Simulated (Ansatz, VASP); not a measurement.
## NbP in VASP and in Ansatz

```
Nb P
1.0
     0.00000    2.76341    2.76341
     2.76341    0.00000    2.76341
     2.76341    2.76341    0.00000
Nb P
1 1
Direct
  0.00000 0.00000 0.00000
  0.25000 0.25000 0.25000
```

Alike in both runs: task single point; functional PBEsol; k mesh 10 × 10 × 10; occupations fermi-dirac, width 0.1 eV; no spin polarisation.

```csv
,VASP,Ansatz
version,VASP 6.6.1,Ansatz 0.2.0
potentials or method,"VASP PAW PBE potentials, release 64 (Nb_sv, P), cutoff 520 eV","scalar-relativistic, plane waves, PAW"
valence electrons in the cell,18,18
```

```tsv
	VASP	Ansatz	Ansatz less VASP
gap on the k mesh at the Fermi level (eV)	none	none	-
pressure (GPa)	0.2	0.3	+0.10
```

VASP's potentials were made for PBE, not for PBEsol. A gap of «none» marks a metal or a gap that the smearing closes. The functional is the same, so the differences come from potentials, cutoffs and numerics.
